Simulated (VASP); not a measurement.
**Cu: single point with LDA**

Crystal: Cu.

```xyz
1
Lattice="-1.4216 1.4216 1.3524 1.4216 -1.4216 1.3524 1.4216 1.4216 -1.3524" Properties=species:S:1:pos:R:3 pbc="T T T"
Cu    0.0000    0.0000    0.0000
```

| Property | Result |
| --- | --- |
| Program | VASP 6.6.1 |
| Task | single point |
| Functional | LDA |
| Potentials or basis | VASP PAW LDA potentials, release 64 (Cu) |
| Cutoff | 520 eV |
| k mesh | 15 × 15 × 15 |
| Occupations | fermi-dirac, width 0.05 eV |
| Spin | no spin polarisation |

| Item | Value |
| --- | --- |
| Pressure | 0.9 GPa |

Levels at points of the mesh, in eV from the Fermi level:
| k point | band 4 | band 5 | band 6 | band 7 | band 8 | band 9 |
| --- | --- | --- | --- | --- | --- | --- |
| (0.00, 0.00, 0.00) | -3.26 | -2.33 | -2.09 | 25.41 | 25.41 | 26.76 |

Run time: 16 s on 1 thread of Intel(R) Xeon(R) Platinum 8559C (Emerald Rapids), on a shared host, peak memory 0.14 GiB.
